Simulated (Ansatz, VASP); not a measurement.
# Mg2Sn: VASP beside Ansatz

Contents of POSCAR:

```
Mg2Sn
1.0
    0.0000000000      3.3799352829      3.4475339886
    3.3799352829      0.0000000000      3.4475339886
    3.3799352829      3.3799352829      0.0000000000
Sn Mg
1 2
Direct
    0.0000000000      0.0000000000      0.0000000000
    0.2500000000      0.2500000000      0.2500000000
    0.7500000000      0.7500000000      0.7500000000
```

Contents of INCAR.step1:

```
SYSTEM = Mg2Sn
ALGO = Normal
EDIFF = 1E-5
ENCUT = 520
GGA = PE
GGA_COMPAT = .FALSE.
ISIF = 2
ISMEAR = -1
LASPH = .TRUE.
LREAL = .FALSE.
LWAVE = .TRUE.
NBANDS = 16
NELM = 120
PREC = Accurate
SIGMA = 0.02
```

File INCAR.step2:

```
SYSTEM = Mg2Sn
ALGO = Normal
EDIFF = 1E-6
ENCUT = 520
GGA = PE
GGA_COMPAT = .FALSE.
HFSCREEN = 0.2079
ISIF = 2
ISMEAR = -1
ISTART = 1
LASPH = .TRUE.
LCHARG = .TRUE.
LELF = .TRUE.
LHFCALC = .TRUE.
LREAL = .FALSE.
LVHAR = .TRUE.
LWAVE = .FALSE.
NBANDS = 16
NELM = 120
PREC = Accurate
PRECFOCK = Normal
SIGMA = 0.02
```

File KPOINTS:

```
k-points
0
G
  4 4 4
  0 0 0
```

Input for Ansatz:

```yaml
crystal:
  lattice:
    - [0.0, 3.3799352829, 3.4475339886]
    - [3.3799352829, 0.0, 3.4475339886]
    - [3.3799352829, 3.3799352829, 0.0]
  atoms:
    - { symbol: Sn, position: [0.0, 0.0, 0.0] }
    - { symbol: Mg, position: [0.25, 0.25, 0.25] }
    - { symbol: Mg, position: [0.75, 0.75, 0.75] }
kpoints:
  mp_grid: { grid: [4, 4, 4] }
  band_path:
    path:
      - [0.0, 0.0, 0.0]
      - [0.5, 0.0, 0.5]
      - [0.625, 0.25, 0.625]
      - [0.375, 0.375, 0.75]
      - [0.5, 0.5, 0.5]
      - [0.5, 0.25, 0.75]
      - [0.0, 0.5, 0.5]
    npoints: 1
hamiltonian:
  xc: hse06
scf:
  occupations: { method: fermi_dirac, width: 0.02 }
  n_extra_bands: 4
output:
  forces: true
  stress: true
  eigenvalues: true
  write_density: true
  write_potential: true
  elf: true
  volumetric_format: npy
```

Change from the starting cell: uniaxial_z strain +2.0%.

Alike in both runs: task single point; functional HSE06; k mesh 4 × 4 × 4; occupations fermi-dirac, width 0.02 eV; no spin polarisation.

|  | VASP | Ansatz |
| --- | --- | --- |
| version | VASP 6.6.1 | Ansatz 0.2.0 |
| potentials or method | VASP PAW PBE potentials, release 64 (Sn_d, Mg) | plane waves, PAW |
| plane-wave cutoff (eV) | 520 | 420 |
| valence electrons in the cell | 18 | 34 |

```csv
,VASP,Ansatz,Ansatz less VASP
pressure (GPa),-0.9,-0.8,+0.08
"traceless stress, the component that is largest in VASP (GPa)",-0.49,-0.66,-0.173
```

VASP's potentials hold 18 valence electrons a cell and Ansatz's 34, so a difference there can come from the potentials and not from the codes. Ansatz's warnings: stress exchange threshold loose, stress scf threshold loose.
